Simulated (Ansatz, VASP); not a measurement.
One calculation of AlN, two programs

The input INCAR:

```
ALGO     = Normal         # electronic algorithm
EDIFF    = 1E-6           # SCF threshold, eV
ENCUT    = 600            # plane-wave cutoff, eV
GGA      = PS             # functional
GGA_COMPAT= False        
ISIF     = 2              # what is computed and relaxed
ISMEAR   = 0              # smearing method
LASPH    = True           # aspherical terms in the spheres
LCHARG   = True           # write CHGCAR
LELF     = True           # ELF
LREAL    = False          # projectors in reciprocal space
LVHAR    = True         
LWAVE    = False          # write WAVECAR
NBANDS   = 11             # bands
NELM     = 120            # most SCF steps
PREC     = Accurate       # precision mode
SIGMA    = 0.02           # smearing width, eV
```

The input KPOINTS:

```
k-points
0
Gamma
  10 10 10
```

File POSCAR:

```
AlN
1.0
    0.0000000000      2.0226211034      2.0226211034
    2.0226211034      0.0000000000      2.0226211034
    2.0226211034      2.0226211034      0.0000000000
Al N
1 1
Direct
    0.0000000000      0.0000000000      0.0000000000
    0.5000000000      0.5000000000      0.5000000000
```

Input for Ansatz:

```yaml
crystal:
  lattice:
    - [0.0, 2.0226211034, 2.0226211034]
    - [2.0226211034, 0.0, 2.0226211034]
    - [2.0226211034, 2.0226211034, 0.0]
  atoms:
    - { symbol: Al, position: [0.0, 0.0, 0.0] }
    - { symbol: "N", position: [0.5, 0.5, 0.5] }
basis:
  ecutwfc: 420
kpoints:
  mp_grid: { grid: [10, 10, 10] }
  band_path: { path: [VBM, CBM], npoints: 2 }
hamiltonian:
  xc: pbesol
scf:
  occupations: { method: gaussian, width: 0.02 }
output:
  forces: true
  stress: true
  eigenvalues: true
```

Alike in both runs: task single point; functional PBEsol; k mesh 10 × 10 × 10; occupations gaussian, width 0.02 eV; no spin polarisation.

|  | VASP | Ansatz |
| --- | --- | --- |
| version | VASP 6.6.1 | Ansatz 0.2.0 |
| potentials or method | VASP PAW PBE potentials, release 64 (Al, N), cutoff 600 eV | scalar-relativistic, plane waves, PAW |
| valence electrons in the cell | 8 | 8 |

|  | VASP | Ansatz | Ansatz less VASP |
| --- | --- | --- | --- |
| gap on the k mesh at the Fermi level (eV) | 4.54 | 4.55 | +0.005 |
| least direct gap on the mesh (eV) | 5.65 | 5.63 | -0.021 |
| pressure (GPa) | -0.3 | 0.0 | +0.25 |

VASP's potentials were made for PBE, not for PBEsol.
